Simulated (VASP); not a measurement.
# SnRu (P-6m2) in VASP: further runs, part 2 of 2

VASP 6.6.1.

## Step 4: Relaxation of cell and atoms, PBE

This run uses another cell than the first one, of 20.90 Å³/atom, 1.163 times its volume.

INCAR

```
SYSTEM = SnRu
  PREC = Accurate
  ENCUT = 600
  EDIFF = 1E-6
  ISMEAR = 0
  SIGMA = 0.1
  LREAL = .FALSE.
  LASPH = .TRUE.
  NELM = 80
  ALGO = Normal
  ISIF = 3
  LWAVE = .FALSE.
  LCHARG = .FALSE.
  GGA = PE
  IBRION = 2
  NSW = 90
  EDIFFG = -0.04
```

KPOINTS

```
regular mesh
0
G
  6 6 4
  0 0 0
```

POSCAR

```
SnRu
1.0
    3.0917140200      0.0000000000      0.0000000000
   -1.5458570100      2.6775028800      0.0000000000
    0.0000000000      0.0000000000      5.0487689900
Sn Ru
1 1
Direct
    0.6666666700      0.3333333300      0.5000000000
    0.3333333300      0.6666666700      0.0000000000
```

Potentials or basis: VASP PAW PBE potentials, release 64 (Sn_d, Ru_pv).

On the command line:

```
$ cat potpaw_PBE.64/Sn_d/POTCAR potpaw_PBE.64/Ru_pv/POTCAR > POTCAR
$ mpirun -np 1 vasp_std > vasp.out
```

OUTCAR:

```text
SYSTEM = SnRu
   PREC = Accurate
   ENCUT = 600
   EDIFF = 1E-6
   ISMEAR = 0
   LREAL = .FALSE.
   LASPH = .TRUE.
   NELM = 80
   ISIF = 3
   GGA = PE
   IBRION = 2
   NSW = 90
   EDIFFG = -0.04

 ion  position               nearest neighbor table
   1  0.667  0.333  0.500-   2 3.09   2 3.09   2 3.09   2 3.09   2 3.09   2 3.09
   2  0.333  0.667  0.000-   1 3.09   1 3.09   1 3.09   1 3.09   1 3.09   1 3.09

  LATTYP: Found a hexagonal cell.
 ALAT       =     3.0917140200
 C/A-ratio  =     1.6329999985

  Lattice vectors:

 A1 = (   3.0917140200,   0.0000000000,   0.0000000000)
 A2 = (  -1.5458570100,   2.6775028800,   0.0000000000)
 A3 = (   0.0000000000,   0.0000000000,   5.0487689900)

Analysis of symmetry for initial positions (statically):
=====================================================================
 Subroutine PRICEL returns:
 Original cell was already a primitive cell.

 Routine SETGRP: Setting up the symmetry group for a
 hexagonal supercell.

 Subroutine GETGRP returns: Found 12 space group operations
 (whereof 12 operations were pure point group operations)
[... 163 lines left out ...]

------------------------ aborting loop because EDIFF is reached ----------------------------------------

  FORCE on cell =-STRESS in cart. coord.  units (eV):
  Direction    XX          YY          ZZ          XY          YZ          ZX
  --------------------------------------------------------------------------------------
  -------------------------------------------------------------------------------------
  Total       -1.8695520     -1.8695520     -7.8852649      0.0000000     -0.0000000      0.0000000
  in kB      -71.6693353    -71.6693352   -302.2818756      0.0000000     -0.0000000      0.0000000
  external PRESSURE =    -148.5401820 kB  Pullay stress =       0.0000000 kB
[... 167 lines left out ...]
--------------------------------------- Ionic step        6  -------------------------------------------

 number of electron      28.0000000 magnetization

 E-fermi :   9.5832     XC(G=0): -11.8033

 val. band max:        9.5204234839   @ k =   0.3333   0.3333   0.0000
 cond. band min:       9.6465091556   @ k =   0.5000   0.0000   0.0000
 fundamental gap:      0.1260856716
 Fermi energy:         9.5831537388

 k-point     1 :       0.0000    0.0000    0.0000
  band No.  band energies     occupation
      1     -32.6879      2.00000
      2     -32.5428      2.00000
      3     -32.5428      2.00000
      4     -11.8775      2.00000
      5     -11.8775      2.00000
      6     -11.7906      2.00000
[... 501 lines left out ...]
--------------------------------------- Ionic step        8  -------------------------------------------

 number of electron      28.0000004 magnetization

 Free energy of the ion-electron system (eV)
  ---------------------------------------------------
  ext. energy  EPLUGINS =         0.00000000
  ---------------------------------------------------
  free energy    TOTEN  =       -12.96092572 eV

  energy without entropy =      -12.95788908  energy(sigma->0) =      -12.95940740

 E-fermi :  11.1926     XC(G=0): -12.3607

 val. band max:       11.1127924126   @ k =   0.3333   0.3333   0.0000
 cond. band min:      11.2710522388   @ k =   0.5000   0.0000   0.0000
 fundamental gap:      0.1582598262
 Fermi energy:        11.1925625103

 k-point     1 :       0.0000    0.0000    0.0000
  band No.  band energies     occupation
      1     -31.3098      2.00000
      2     -31.0958      2.00000
      3     -31.0958      2.00000
      4     -10.4896      2.00000
      5     -10.4896      2.00000
      6     -10.4148      2.00000
[... 459 lines left out ...]
  FREE ENERGIE OF THE ION-ELECTRON SYSTEM (eV)
  ---------------------------------------------------
  free  energy   TOTEN  =       -12.9609257165 eV

  energy  without entropy=      -12.9578890832  energy(sigma->0) =      -12.95940740

 reached required accuracy - stopping structural energy minimisation
```

OSZICAR:

```text
N       E                     dE             d eps       ncg     rms          rms(c)
DAV:   1     0.275653605294E+03    0.27565E+03   -0.17356E+04   764   0.252E+03
DAV:   2     0.497264169537E+01   -0.27068E+03   -0.26655E+03   772   0.549E+02
DAV:   3    -0.116588055752E+02   -0.16631E+02   -0.16287E+02   854   0.132E+02
[... 77 lines left out ...]
DAV:   1    -0.129620936516E+02   -0.12235E-02   -0.21956E-02   854   0.211E+00    0.256E-01
DAV:   2    -0.129611872110E+02    0.90644E-03   -0.10031E-02   780   0.779E-01    0.106E-01
DAV:   3    -0.129609515627E+02    0.23565E-03   -0.12963E-03   836   0.326E-01    0.341E-02
DAV:   4    -0.129609249772E+02    0.26586E-04   -0.13342E-04   954   0.169E-01    0.102E-02
DAV:   5    -0.129609257165E+02   -0.73935E-06   -0.55677E-06   828   0.291E-02
   8 F= -.12960926E+02 E0= -.12959407E+02  d E =-.824528E-01
```

CONTCAR:

```text
SnRu
   1.00000000000000
     3.2501863863369844   -0.0000000000000000    0.0000000000000000
    -1.6250931931684922    2.8147439746855554    0.0000000000000000
    -0.0000000000000000   -0.0000000000000000    3.9387363276030847
  Sn              Ru
     1     1
Direct
     0.6666666699999979    0.3333333300000021    0.5000000000000000
     0.3333333300000021    0.6666666699999979    0.0000000000000000

  0.00000000E+00  0.00000000E+00  0.00000000E+00
  0.00000000E+00  0.00000000E+00  0.00000000E+00
```

It took 56 s on 1 thread of Intel Xeon 6975P-C (Granite Rapids), shared host; peak memory 0.2 GiB.

What came out:

```
Free energy                            : -12.9609 eV
Relaxed volume                         : 18.02 Å³/atom
Relaxed cell                           : a = 3.250 Å, b = 3.250 Å, c = 3.939 Å, α = 90.00°, β = 90.00°, γ = 120.00°
Space group after relaxing (to 0.05 Å) : P-6m2 (No. 187)
Energy gained by relaxing              : 628.8 meV/atom
Ionic steps                            : 8
Pressure after relaxing                : 0.0 GPa
Band gap on the k mesh                 : zero (band 14 reaches 11.69 eV, above the bottom of band 15 at 9.81 eV)
```

The path:
| step | energy change (eV) | largest force (eV/Å) | pressure (GPa) | volume (Å³) |
| --- | --- | --- | --- | --- |
| 1 | 0.0000 | 0.0000 | -14.85 | 41.79 |
| 2 | -0.6552 | 0.0000 | 30.18 | 30.86 |
| 3 | -0.8305 | 0.0000 | 9.21 | 33.50 |
| 4 | -1.1674 | 0.0000 | 12.89 | 33.64 |
| 5 | -1.1752 | 0.0000 | 12.12 | 33.66 |
| 6 | -1.0999 | 0.0000 | -12.01 | 39.89 |
| 7 | -1.2576 | 0.0000 | -0.28 | 36.09 |
| 8 | -1.2577 | 0.0000 | 0.04 | 36.03 |

Final structure:
```
Sn Ru
1.0
     3.25019    0.00000    0.00000
    -1.62509    2.81474    0.00000
     0.00000    0.00000    3.93874
Sn Ru
1 1
Direct
  0.66667 0.33333 0.50000
  0.33333 0.66667 0.00000
```

Caveat: the k points lie up to 0.40 Å⁻¹ apart in the final cell; spin-orbit coupling is left out, which moves the levels of the heavy elements.

## Step 5: Summary

| task | cell | cutoff (eV) | gap on the mesh (eV) | pressure (GPa) |
| --- | --- | --- | --- | --- |
| single point | a = 3.247, b = 3.247, c = 3.934 Å, angles 90.0, 90.0, 120.0°, 2 atoms | 520 | none | 0.4 |
| single point | a = 3.092, b = 3.092, c = 5.049 Å, angles 90.0, 90.0, 120.0°, 2 atoms | 520 | none | -14.9 |
| relaxation of cell and atoms | relaxed from a = 3.092, b = 3.092, c = 5.049 Å, angles 90.0, 90.0, 120.0°, 2 atoms | 600 | none | 0.0 |

Alike in all rows: level PBE; potentials or basis VASP PAW PBE potentials, release 64 (Sn_d, Ru_pv); no spin polarisation; k mesh 6 × 6 × 4; smearing gaussian 0.1 eV.

Caveats: all runs use coarse meshes; spin-orbit coupling is left out, which moves the levels of the heavy elements.

Total energies depend on the potentials used, so only differences within one code and one set of settings carry meaning.
